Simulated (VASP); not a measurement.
A run of VASP 6.6.1 is set up as follows.

The input POSCAR:

```
BaTiO3
1.0
    3.9951440287      0.0000000000      0.0000000000
    0.0000000000      2.8424767306      2.7768070593
    0.0000000000     -2.8424767306      2.7768070593
Ba Ti O
1 1 3
Direct
    0.0000000000      0.0044061011      0.0044061011
    0.5000000000      0.5135753575      0.5135753575
    0.0000000000      0.4947134013      0.4947134013
    0.5000000000      0.4954342957      0.9880908444
    0.5000000000      0.9880908444      0.4954342957
```

File INCAR.step1:

```
PREC = Accurate
ENCUT = 520
ISMEAR = 0
SIGMA = 0.05
LREAL = F
LASPH = T
NELM = 150
LMAXMIX = 4
LDAU = T
LDAUTYPE = 2
LDAUL = -1 2 -1
LDAUU = 0 4 0
LDAUJ = 0 0 0
NBANDS = 28
GGA = PE
ALGO = Normal
EDIFF = 1E-4
LWAVE = T
LCHARG = F
```

INCAR.step2

```
PREC = Accurate
ENCUT = 520
EDIFF = 1E-6
ISMEAR = 0
SIGMA = 0.05
LREAL = F
LASPH = T
NELM = 150
ALGO = Normal
ISIF = 2
LWAVE = F
LCHARG = T
LMAXMIX = 4
LDAU = T
LDAUTYPE = 2
LDAUL = -1 2 -1
LDAUU = 0 4 0
LDAUJ = 0 0 0
LDAUPRINT = 1
METAGGA = R2SCAN
LMIXTAU = T
LELF = T
LVHAR = T
NBANDS = 28
ISTART = 1
```

KPOINTS

```
Automatic mesh
0
Gamma
  6 6 6
```

Potentials or basis: VASP PAW PBE potentials, release 64 (Ba_sv, Ti_sv, O).

Launch:

```sh
$ cat potpaw_PBE.64/Ba_sv/POTCAR potpaw_PBE.64/Ti_sv/POTCAR potpaw_PBE.64/O/POTCAR > POTCAR
$ cp INCAR.step1 INCAR
$ mpirun -np 1 vasp_std > vasp.out
$ cp INCAR.step2 INCAR
$ mpirun -np 1 vasp_std > vasp.out
```

(1) Predict the largest force.

(2) What does it give for the band gap on the k mesh?

(3) What does it give for the pressure?

Answers

(1) 0.828 eV/Å.

(2) 2.87 eV (least direct gap 3.13 eV).

(3) 8.9 GPa.

Caveat: the cell differs from its parent crystal (strain +0.000 along x and y, -0.025 along z); the stress differs along the axes, from 7 to 13 GPa; the PAW data sets were made with another functional, which shifts forces and pressure a little; spin-orbit coupling is left out, which moves the levels of the heavy elements.
